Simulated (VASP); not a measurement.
# SrTiO3 (R-3m) in VASP: relaxation of cell and atoms with PBE

Aim: the relaxation of cell and atoms of SrTiO3 with PBE.

Program: VASP 6.6.1. These are calculated values, not measurements. Logs are shortened: lines on timing, memory, paths and dates and some standing lists are left out, and cuts for length are marked.

### Step 1. The cell of the first run

It takes space group R-3m (No. 166, trigonal). Conventional cell: a = 4.939 Å, b = 4.939 Å, c = 10.063 Å, α = 90.00°, β = 90.00°, γ = 120.00°. Within 3.4 Å of Sr (site symmetry -3m) lie 6 O at 2.47 Å and 6 Ti at 3.31 Å. Ti (site symmetry -3m) has 6 O at 2.20 Å within 2.9 Å. O (site symmetry 2/m) has 2 Ti at 2.20 Å and 2 Sr at 2.47 Å and 4 O at 2.47 Å within 2.9 Å.

The cell was generated, and may not be a known phase.

### Step 2. Relaxation of cell and atoms, PBE, collinear spin

Contents of INCAR:

```
SYSTEM = SrTiO3
PREC = Accurate
ENCUT = 600
EDIFF = 1E-7
ISMEAR = 0
SIGMA = 0.1
LREAL = .FALSE.
LASPH = .TRUE.
NELM = 150
ALGO = Normal
ISIF = 3
LWAVE = .FALSE.
LCHARG = .FALSE.
ISPIN = 2
MAGMOM = 0 1 0 0 0
LORBIT = 11
LMAXMIX = 4
GGA = PE
IBRION = 2
NSW = 90
EDIFFG = -0.04
```

Contents of KPOINTS:

```
Automatic mesh
0
G
  6 6 6
  0 0 0
```

Contents of POSCAR:

```
SrTiO3
1.0
    2.4696084100      1.4258290800      3.3543396500
   -2.4696084100      1.4258290800      3.3543396500
    0.0000000000     -2.8516581700      3.3543396500
Sr Ti O
1 1 3
Direct
    0.5000000000      0.5000000000      0.5000000000
    0.0000000000      0.0000000000      0.0000000000
    0.0000000000      0.0000000000      0.5000000000
    0.5000000000      0.0000000000      0.0000000000
    0.0000000000      0.5000000000      0.0000000000
```

Potentials or basis: VASP PAW PBE potentials, release 64 (Sr_sv, Ti_sv, O).

The run is started by

```bash
> cat potpaw_PBE.64/Sr_sv/POTCAR potpaw_PBE.64/Ti_sv/POTCAR potpaw_PBE.64/O/POTCAR > POTCAR
> mpirun -np 1 vasp_std > vasp.out
```

OUTCAR:

```text
SYSTEM = SrTiO3
   PREC = Accurate
   ENCUT = 600
   EDIFF = 1E-7
   ISMEAR = 0
   LREAL = .FALSE.
   LASPH = .TRUE.
   NELM = 150
   ISIF = 3
   ISPIN = 2
   LORBIT = 11
   GGA = PE
   IBRION = 2
   NSW = 90
   EDIFFG = -0.04

 ion  position               nearest neighbor table
   1  0.500  0.500  0.500-   3 2.47   3 2.47   4 2.47   4 2.47   5 2.47   5 2.47   2 3.31   2 3.31
                             2 3.31   2 3.31   2 3.31   2 3.31
   2  0.000  0.000  0.000-   4 2.20   5 2.20   5 2.20   4 2.20   3 2.20   3 2.20   1 3.31   1 3.31
                             1 3.31   1 3.31   1 3.31   1 3.31
   3  0.000  0.000  0.500-   2 2.20   2 2.20   1 2.47   1 2.47
   4  0.500  0.000  0.000-   2 2.20   2 2.20   1 2.47   1 2.47
   5  0.000  0.500  0.000-   2 2.20   2 2.20   1 2.47   1 2.47

  LATTYP: Found a trigonal (rhomboedric) cell.
 ALAT       =     4.4026751874
 COS(alpha) =     0.3707070065

  Lattice vectors:

 A1 = (   2.4696084100,   1.4258290800,   3.3543396500)
 A2 = (  -2.4696084100,   1.4258290800,   3.3543396500)
 A3 = (   0.0000000000,  -2.8516581700,   3.3543396500)

Analysis of symmetry for initial positions (statically):
=====================================================================
 Subroutine PRICEL returns:
 Original cell was already a primitive cell.

 Routine SETGRP: Setting up the symmetry group for a
 trigonal (rhombohedral) supercell.

 Subroutine GETGRP returns: Found 12 space group operations
 (whereof 12 operations were pure point group operations)
 out of a pool of 12 trial point group operations.

The static configuration has the point symmetry D_3d.

Analysis of symmetry for dynamics (positions and initial velocities):
=====================================================================
 Subroutine PRICEL returns:
 Original cell was already a primitive cell.

 Routine SETGRP: Setting up the symmetry group for a
 trigonal (rhombohedral) supercell.

 Subroutine GETGRP returns: Found 12 space group operations
 (whereof 12 operations were pure point group operations)
 out of a pool of 12 trial point group operations.

The dynamic configuration has the point symmetry D_3d.

Analysis of structural, dynamic, and magnetic symmetry:
=====================================================================
 Subroutine PRICEL returns:
 Original cell was already a primitive cell.

 Routine SETGRP: Setting up the symmetry group for a
 trigonal (rhombohedral) supercell.

 Subroutine GETGRP returns: Found 12 space group operations
 (whereof 12 operations were pure point group operations)
 out of a pool of 12 trial point group operations.

The overall configuration has the point symmetry D_3d.

 Subroutine INISYM returns: Found 12 space group operations
 (whereof 12 operations are pure point group operations),
 and found     1 'primitive' translations

----------------------------------------------------------------------------------------

                                     Primitive cell

  volume of cell :      70.8686

  direct lattice vectors                    reciprocal lattice vectors
     2.469608410  1.425829080  3.354339650     0.202461248  0.116891056  0.099373757
    -2.469608410  1.425829080  3.354339650    -0.202461248  0.116891056  0.099373757
     0.000000000 -2.851658170  3.354339650     0.000000000 -0.233782111  0.099373757

  length of vectors
     4.402675181  4.402675181  4.402675187     0.254026021  0.254026021  0.254026020

  position of ions in fractional coordinates (direct lattice)
     0.500000000  0.500000000  0.500000000
     0.000000000  0.000000000  0.000000000
     0.000000000  0.000000000  0.500000000
     0.500000000  0.000000000  0.000000000
     0.000000000  0.500000000  0.000000000

  ion indices of the primitive-cell ions
   primitive index   ion index
                 1           1
                 2           2
                 3           3
                 4           4
                 5           5

----------------------------------------------------------------------------------------

 KPOINTS: Automatic mesh

Automatic generation of k-mesh.
 Grid dimensions read from file:
 generate k-points for:    6    6    6

 Generating k-lattice:

  Cartesian coordinates                     Fractional coordinates (reciprocal lattice)
     0.033743541  0.019481843  0.016562293     0.166666667  0.000000000  0.000000000
    -0.033743541  0.019481843  0.016562293     0.000000000  0.166666667  0.000000000
     0.000000000 -0.038963685  0.016562293     0.000000000  0.000000000  0.166666667

  Length of vectors
     0.042337670  0.042337670  0.042337670

  Shift w.r.t. Gamma in fractional coordinates (k-lattice)
     0.000000000  0.000000000  0.000000000

 Subroutine IBZKPT returns following result:
 ===========================================

 Found     32 irreducible k-points:

 Following reciprocal coordinates:
            Coordinates               Weight
  0.000000  0.000000  0.000000      1.000000
  0.166667  0.000000  0.000000      6.000000
  0.333333  0.000000  0.000000      6.000000
  0.500000  0.000000  0.000000      3.000000
  0.166667  0.166667  0.000000      6.000000
  0.333333  0.166667  0.000000     12.000000
[... 16 lines left out ...]
  0.500000  0.500000  0.166667      6.000000
 -0.333333  0.500000  0.166667     12.000000
 [... further k-points ...]
   k-points           NKPTS =     32   k-points in BZ     NKDIM =     32   number of bands    NBANDS=     25
   number of dos      NEDOS =    301   number of ions     NIONS =      5
   total plane-waves  NPLWV =  46656
   dimension x,y,z NGX =    36 NGY =   36 NGZ =   36
   dimension x,y,z NGXF=    72 NGYF=   72 NGZF=   72
   ions per type =               1   1   3
   NGX,Y,Z   is equivalent  to a cutoff of  13.59, 13.59, 13.59 a.u.
   NGXF,Y,Z  is equivalent  to a cutoff of  27.19, 27.19, 27.19 a.u.
 SYSTEM =  SrTiO3
   PREC   = accura    normal or accurate (medium, high low for compatibility)
   ISTART =      0    job   : 0-new  1-cont  2-samecut
   ICHARG =      2    charge: 1-file 2-atom 10-const
   ISPIN  =      2    spin polarized calculation?
   LNONCOLLINEAR =      F non collinear calculations
   LSORBIT =      F    spin-orbit coupling
   LASPH  =      T    aspherical Exc in radial PAW
   ENCUT  =  600.0 eV  44.10 Ry    6.64 a.u.   8.79  8.79  8.79*2*pi/ulx,y,z
   NELM   =    150;   NELMIN=  2; NELMDL= -5     # of ELM steps
   EDIFF  = 0.1E-06   stopping-criterion for ELM
   LREAL  =      F    real-space projection
   EDIFFG = -.4E-01   stopping-criterion for IOM
   NSW    =     90    number of steps for IOM
   IBRION =      2    ionic relax: 0-MD 1-quasi-New 2-CG
   NFREE  =      1    steps in history (QN), initial steepest desc. (CG)
   ISIF   =      3    stress and relaxation
   ISYM   =      2    0-nonsym 1-usesym 2-fastsym
   POTIM  = 0.5000    time-step for ionic-motion
   TEBEG  =    0.0;   TEEND  =   0.0 temperature during run
   PSTRESS=    0.0 pullay stress
   NELECT =      40.0000    total number of electrons
   NUPDOWN=      -1.0000    fix difference up-down
   EMIN   =  10.00;   EMAX   =-10.00  energy-range for DOS
   EFERMI =   0.00;   METHOD = LEGACY
   ISMEAR =     0;   SIGMA  =   0.10  broadening in eV -4-tet -1-fermi 0-gaus
   EFERMI_NEDOS =   21; number of points for ismear=-14 and -15
   IALGO  =     38    algorithm
   IMIX   =      4    mixing-type and parameters
     AMIX     =   0.40;   BMIX     =  1.00
     AMIX_MAG =   1.60;   BMIX_MAG =  1.00
  volume/ion in A,a.u.               =      14.17        95.65
  Fermi-wavevector in a.u.,A,eV,Ry     =   1.352935  2.556676 24.904548  1.830433
  Thomas-Fermi vector in A             =   2.480232
   LORBIT       =     11    0 simple, 1 ext, 2 COOP (PROOUT), +10 PAW based schemes
   GGA     = PE    functional components
   LHFCALC =     F    Hartree Fock is set to
   AEXX    =    0.0000 exact exchange contribution
   IVDW    =     0    specifies the selected vdW correction
   LEPSILON=     F    determine dielectric tensor
   LRPA    =     F    only Hartree local field effects (RPA)
 conjugate gradient relaxation of ions
 spin polarized calculation
 Gauss-broadening in eV      SIGMA  =   0.10
  energy-cutoff  :      600.00
  volume of cell :       70.87
 maximum number of plane-waves:      2376
   NGX = 17   NGY = 17   NGZ = 17

--------------------------------------- Ionic step        1  -------------------------------------------

 number of electron      40.0000010 magnetization       0.0181501

 number of electron      40.0000010 magnetization      -0.0009963

 Free energy of the ion-electron system (eV)
  ---------------------------------------------------
  ext. energy  EPLUGINS =         0.00000000
  ---------------------------------------------------
  free energy    TOTEN  =       -33.37970421 eV

  energy without entropy =      -33.35916022  energy(sigma->0) =      -33.36943221

------------------------ aborting loop because EDIFF is reached ----------------------------------------

  FORCE on cell =-STRESS in cart. coord.  units (eV):
  Direction    XX          YY          ZZ          XY          YZ          ZX
  --------------------------------------------------------------------------------------
  -------------------------------------------------------------------------------------
  Total        8.2133960      8.2133960    -24.1442200      0.0000000      0.0000000      0.0000000
  in kB      185.6861415    185.6861423   -545.8457234      0.0000000      0.0000005      0.0000000
  external PRESSURE =     -58.1578132 kB  Pullay stress =       0.0000000 kB
[... 272 lines left out ...]
--------------------------------------- Ionic step        8  -------------------------------------------

 number of electron      40.0000006 magnetization       0.0000000

 number of electron      40.0000006 magnetization      -0.0000000

 Free energy of the ion-electron system (eV)
  ---------------------------------------------------
  ext. energy  EPLUGINS =         0.00000000
  ---------------------------------------------------
  free energy    TOTEN  =       -40.11284236 eV

  energy without entropy =      -40.11284236  energy(sigma->0) =      -40.11284236

 E-fermi :   4.5605     XC(G=0): -11.1312

 val. band max:        3.9505748567   @ k =   0.5000   0.5000   0.5000
 cond. band min:       5.7528293841   @ k =   0.0000   0.0000   0.0000
 fundamental gap:      1.8022545274
 Fermi energy:         4.5605397299

 spin component 1

 k-point     1 :       0.0000    0.0000    0.0000
  band No.  band energies     occupation
      1     -52.6252      1.00000
      2     -28.9225      1.00000
      3     -28.8556      1.00000
      4     -28.8543      1.00000
      5     -28.8543      1.00000
      6     -13.3814      1.00000
[... 661 lines left out ...]
     24       9.7474      0.00000
     25      11.5101      0.00000

 [... further k-points ...]

 spin component 2

 k-point     1 :       0.0000    0.0000    0.0000
  band No.  band energies     occupation
      1     -52.6252      1.00000
      2     -28.9225      1.00000
      3     -28.8556      1.00000
      4     -28.8543      1.00000
      5     -28.8543      1.00000
      6     -13.3814      1.00000
[... 695 lines left out ...]
  FREE ENERGIE OF THE ION-ELECTRON SYSTEM (eV)
  ---------------------------------------------------
  free  energy   TOTEN  =       -40.1128423577 eV

  energy  without entropy=      -40.1128423577  energy(sigma->0) =      -40.11284236

 reached required accuracy - stopping structural energy minimisation

 total charge

# of ion       s       p       d       tot
------------------------------------------
    1        1.997   5.792   0.191   7.980
    2        2.223   6.301   1.729  10.253
    3        1.563   3.481   0.000   5.044
    4        1.563   3.481   0.000   5.044
    5        1.563   3.481   0.000   5.044
--------------------------------------------------
tot          8.908  22.536   1.921  33.365

 magnetization (x)

# of ion       s       p       d       tot
------------------------------------------
    1       -0.000   0.000   0.000   0.000
    2       -0.000   0.000  -0.000  -0.000
    3       -0.000   0.000   0.000   0.000
    4       -0.000   0.000   0.000   0.000
    5       -0.000   0.000   0.000   0.000
--------------------------------------------------
tot         -0.000   0.000  -0.000   0.000
```

Wall time 8.5 min (1 thread of AMD EPYC 9R45 (Zen 5), shared host); peak memory 0.29 GiB.

What came out:

- Free energy: -40.1128 eV
- Relaxed volume: 12.23 Å³/atom
- Relaxed cell: a = 3.940 Å, b = 3.940 Å, c = 3.940 Å, α = 90.04°, β = 90.04°, γ = 90.04°
- Space group after relaxing (to 0.1 Å): Pm-3m (No. 221)
- Energy gained by relaxing: 1346.6 meV/atom
- Ionic steps: 8
- Pressure after relaxing: 0.0 GPa
- Band gap on the k mesh: 1.80 eV (least direct gap 2.17 eV)
- Net moment: 0.00 μB per cell
- Valence electrons inside the program's atomic spheres: Sr 7.98; Ti 10.25; O 5.04

Stress tensor (GPa, compression positive):
```
-0.15  0.00  0.00
 0.00 -0.15  0.00
 0.00  0.00  0.42
```

The path:
```tsv
step	energy change (eV)	largest force (eV/Å)	pressure (GPa)	volume (Å³)
1	0.0000	0.0000	-5.82	70.87
2	-5.9537	0.0000	-4.09	63.32
3	-6.5905	0.0000	1.53	60.74
4	-5.6973	0.0000	25.44	54.65
5	-6.6895	0.0000	5.90	59.24
6	-6.6846	0.0000	6.98	58.91
7	-6.6813	0.0000	-6.15	63.58
8	-6.7331	0.0000	0.04	61.15
```

Final structure:
```
Sr Ti O
1.0
     2.78675    1.60893    2.27298
    -2.78675    1.60893    2.27298
     0.00000   -3.21787    2.27298
Sr Ti O
1 1 3
Cartesian
  0.0000 0.0000 3.4095
  0.0000 0.0000 0.0000
  0.0000 -1.6089 1.1365
  1.3934 0.8045 1.1365
  -1.3934 0.8045 1.1365
```

A k mesh can miss the band edges.
